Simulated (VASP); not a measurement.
Write the native input for VASP 6.6.1 that does the following.

| Item | Value |
| --- | --- |
| Task | single point |
| Functional | r2SCAN |
| Dispersion | rVV10 |
| Potentials or basis | VASP PAW PBE potentials, release 64 (Li_sv, F) |
| Cutoff | 830 eV |
| k mesh | 10 × 10 × 10 |
| Occupations | gaussian, width 0.02 eV |
| Spin | no spin polarisation |
| Dipole correction | no |
| Further INCAR settings | ALGO = Normal; EDIFF = 1e-06; NBANDS = 12 |

Crystal: LiF (r.b).

```
Li F
1.0
     0.00000    1.98655    1.98655
     1.98655    0.00000    1.98655
     1.98655    1.98655    0.00000
Li F
1 1
Direct
  0.00000 0.00000 0.00000
  0.50000 0.50000 0.50000
```

One way to write it, as run:

POSCAR

```
LiF
1.0
    0.0000000000      1.9865547181      1.9865547181
    1.9865547181      0.0000000000      1.9865547181
    1.9865547181      1.9865547181      0.0000000000
Li F
1 1
Direct
    0.0000000000      0.0000000000      0.0000000000
    0.5000000000      0.5000000000      0.5000000000
```

INCAR.step1

```
PREC = Accurate
ENCUT = 830
ISMEAR = 0
SIGMA = 0.02
LREAL = F
LASPH = T
NELM = 120
NBANDS = 12
GGA = PE
ALGO = Normal
EDIFF = 1E-5
LWAVE = T
LCHARG = F
GGA_COMPAT = F
```

INCAR.step2

```
PREC = Accurate
ENCUT = 830
EDIFF = 1E-6
ISMEAR = 0
SIGMA = 0.02
LREAL = F
LASPH = T
NELM = 120
ALGO = Normal
ISIF = 2
LWAVE = F
LCHARG = F
METAGGA = R2SCAN
LMIXTAU = T
LUSE_VDW = T
IVDW_NL = 2
BPARAM = 11.95
CPARAM = 0.0093
NBANDS = 12
ISTART = 1
GGA_COMPAT = F
```

KPOINTS

```
Automatic mesh
0
Gamma
  10 10 10
```

Potentials or basis: VASP PAW PBE potentials, release 64 (Li_sv, F).

The run is started by

```console
$ cat potpaw_PBE.64/Li_sv/POTCAR potpaw_PBE.64/F/POTCAR > POTCAR
$ cp INCAR.step1 INCAR
$ mpirun -np 1 vasp_std > vasp.out
$ cp INCAR.step2 INCAR
$ mpirun -np 1 vasp_std > vasp.out
```

It gave:

```json
{
 "Pressure": "-0.4 GPa",
 "Band gap on the k mesh": "10.60 eV, direct"
}
```

Caveat: the PAW data sets were made with another functional, which shifts forces and pressure a little.

It took 2.9 min on 1 thread of Intel Xeon 8259CL, on a shared host, peak memory 0.26 GiB.
